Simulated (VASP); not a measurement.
## CuAu: single point with LDA

Crystal: CuAu.

```
Cu Au
1.0
     2.66000    0.00000    0.00000
     0.00000    2.66000    0.00000
     0.00000    0.00000    3.57825
Cu Au
1 1
Direct
  0.50000 0.50000 0.50000
  0.00000 0.00000 0.00000
```

This cell differs from its parent crystal: strain -0.050 along x and y, -0.025 along z.

| Quantity | Value |
| --- | --- |
| Program | VASP 6.6.1 |
| Task | single point |
| Functional | LDA |
| Potentials or basis | VASP PAW LDA potentials, release 64 (Cu, Au) |
| Cutoff | 520 eV |
| k mesh | 18 × 18 × 14 |
| Occupations | gaussian, width 0.15 eV |
| Spin | no spin polarisation |

The pressure is 22.1 GPa and the band gap on the k mesh is zero (band 11 reaches 16.72 eV, above the bottom of band 12 at 8.50 eV).

Stress tensor (GPa, compression positive):
```
23.55  0.00  0.00
 0.00 23.55  0.00
 0.00  0.00 19.24
```

Levels at points of the mesh, in eV from the Fermi level:
| k point | band 8 | band 9 | band 10 | band 11 | band 12 | band 13 | band 14 | band 15 |
| --- | --- | --- | --- | --- | --- | --- | --- | --- |
| (0.00, 0.00, 0.00) | -2.59 | -1.94 | -1.65 | -1.65 | 1.43 | 8.81 | 10.81 | 10.81 |
| (0.50, 0.00, 0.00) | -3.62 | -2.91 | -2.67 | -0.97 | 0.27 | 9.58 | 9.95 | 12.24 |
| (0.50, 0.50, 0.00) | -1.58 | -1.58 | -1.49 | 0.41 | 0.41 | 6.43 | 8.14 | 10.06 |
| (0.00, 0.00, 0.50) | -2.97 | -2.90 | -2.82 | -2.82 | -2.35 | 15.07 | 15.49 | 15.72 |
| (0.50, 0.00, 0.50) | -1.95 | -1.89 | -1.77 | -1.70 | -1.69 | 3.42 | 5.11 | 16.20 |
| (0.50, 0.50, 0.50) | -2.65 | -1.91 | -1.48 | 5.87 | 5.87 | 5.90 | 7.46 | 7.52 |

Run time: 2.6 min on 1 thread of Intel(R) Xeon(R) Platinum 8259CL CPU @ 2.50GHz (Skylake/Cascade Lake) (shared host), peak memory 0.3 GiB.

Caveat: the cell differs from its parent crystal (strain -0.050 along x and y, -0.025 along z); spin-orbit coupling is left out, which moves the levels of the heavy elements.
